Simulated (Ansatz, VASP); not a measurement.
## Two plane-wave programs on MgBe2Te3

The input INCAR:

```
PREC     = Accurate       # precision mode
ENCUT    = 520            # plane-wave cutoff, eV
EDIFF    = 1E-6           # SCF threshold, eV
ISMEAR   = 0              # smearing method
SIGMA    = 0.1            # smearing width, eV
LREAL    = False          # projectors in reciprocal space
LASPH    = True           # aspherical terms in the spheres
NELM     = 80             # most SCF steps
ALGO     = Normal         # electronic algorithm
ISIF     = 2              # what is computed and relaxed
LWAVE    = False          # write WAVECAR
LCHARG   = True           # write CHGCAR
GGA      = PE             # functional
LELF     = True           # ELF
LVHAR    = True         
NBANDS   = 21             # bands
```

The input KPOINTS:

```
regular mesh
0
Gamma
  3 3 6
```

Contents of POSCAR:

```
MgBe2Te3
1.0
    6.5104027400      0.0000000000      0.0000000000
   -3.2552013700      5.6381741600      0.0000000000
    0.0000000000      0.0000000000      3.5928086100
Mg Be Te
1 2 3
Direct
    0.0000000000      0.0000000000      0.0000000000
    0.3333333300      0.6666666700      0.0000000000
    0.6666666700      0.3333333300      0.0000000000
    0.5000000000      0.0000000000      0.5000000000
    0.5000000000      0.5000000000      0.5000000000
    0.0000000000      0.5000000000      0.5000000000
```

Input for Ansatz:

```yaml
crystal:
  lattice:
    - [6.51040274, 0.0, 0.0]
    - [-3.25520137, 5.63817416, 0.0]
    - [0.0, 0.0, 3.59280861]
  atoms:
    - { symbol: Mg, position: [0.0, 0.0, 0.0] }
    - { symbol: Be, position: [0.33333333, 0.66666667, 0.0] }
    - { symbol: Be, position: [0.66666667, 0.33333333, 0.0] }
    - { symbol: Te, position: [0.5, 0.0, 0.5] }
    - { symbol: Te, position: [0.5, 0.5, 0.5] }
    - { symbol: Te, position: [0.0, 0.5, 0.5] }
basis:
  ecutwfc: 420
kpoints:
  mp_grid: { grid: [3, 3, 6] }
hamiltonian:
  xc: pbe
scf:
  occupations: { method: gaussian, width: 0.1 }
  lower_state_search: "off"
output:
  forces: true
  stress: true
  eigenvalues: true
```

Change from the starting cell: species swapped into the ErB2Ru3 type (P6/mmm, No. 191).

Alike in both runs: task single point; functional PBE; k mesh 3 × 3 × 6; occupations gaussian, width 0.1 eV; no spin polarisation.

```csv
,VASP,Ansatz
version,VASP 6.6.1,Ansatz 0.2.0
potentials or method,"VASP PAW PBE potentials, release 64 (Mg, Be, Te), cutoff 520 eV","scalar-relativistic, plane waves, PAW"
valence electrons in the cell,24,62
```

|  | VASP | Ansatz | Ansatz less VASP |
| --- | --- | --- | --- |
| gap on the k mesh at the Fermi level (eV) | none | none | - |
| pressure (GPa) | 4.4 | 4.3 | -0.04 |
| traceless stress, the component that is largest in VASP (GPa) | -3.81 | -3.84 | -0.032 |

A gap of «none» marks a metal or a gap that the smearing closes. VASP's potentials hold 24 valence electrons a cell and Ansatz's 62, so a difference there can come from the potentials and not from the codes.

The k mesh is coarse, so the values compare programs but aren't converged. Neither program's run includes spin-orbit coupling.
